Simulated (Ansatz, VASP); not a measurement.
## CaSe in VASP and in Ansatz

Contents of INCAR:

```
SYSTEM = CaSe
PREC = Accurate
ENCUT = 520
EDIFF = 1E-6
ISMEAR = -1
SIGMA = 0.01
LREAL = .False.
LASPH = .True.
NELM = 80
ALGO = Normal
ISIF = 2
LWAVE = .False.
LCHARG = .False.
GGA = PE
NBANDS = 15
```

File KPOINTS:

```
regular mesh
0
Gamma
  7 7 7
  0 0 0
```

The input POSCAR:

```
CaSe
1.0
    0.0000000000      2.9560000000      2.9560000000
    2.9560000000      0.0000000000      2.9560000000
    2.9560000000      2.9560000000      0.0000000000
Ca Se
1 1
Direct
    0.0000000000      0.0000000000      0.0000000000
    0.5000000000      0.5000000000      0.5000000000
```

Input for Ansatz:

```yaml
crystal:
  lattice:
    - [0.0, 2.956, 2.956]
    - [2.956, 0.0, 2.956]
    - [2.956, 2.956, 0.0]
  atoms:
    - { symbol: Ca, position: [0.0, 0.0, 0.0] }
    - { symbol: Se, position: [0.5, 0.5, 0.5] }
kpoints:
  mp_grid: { grid: [7, 7, 7] }
  band_path:
    path:
      - [0.0, 0.0, 0.0]
      - [0.5, 0.0, 0.5]
      - [0.625, 0.25, 0.625]
      - [0.375, 0.375, 0.75]
      - [0.0, 0.0, 0.0]
      - [0.5, 0.5, 0.5]
      - [0.5, 0.25, 0.75]
      - [0.5, 0.0, 0.5]
    npoints: 8
scf:
  occupations: { method: fermi_dirac, width: 0.01 }
hamiltonian:
  xc: pbe
  pseudopotentials: { kind: all_electron, lapw: { basis_error: 0.001 } }
output:
  forces: true
  stress: true
  eigenvalues: true
  populations: true
  dos: { projected: true, de: 0.2, e_range: [-14, 8] }
```

Alike in both runs: task single point; functional PBE; k mesh 7 × 7 × 7; occupations fermi-dirac, width 0.01 eV; no spin polarisation.

|  | VASP | Ansatz |
| --- | --- | --- |
| version | VASP 6.6.1 | Ansatz 0.2.0 |
| potentials or method | VASP PAW PBE potentials, release 64 (Ca_sv, Se), cutoff 520 eV | all-electron LAPW, scalar-relativistic |

```tsv
	VASP	Ansatz	Ansatz less VASP
gap on the k mesh at the Fermi level (eV)	2.08	2.09	+0.009
pressure (GPa)	1.3	1.2	-0.18
```

Ansatz ran all-electron here, and VASP with PAW potentials.
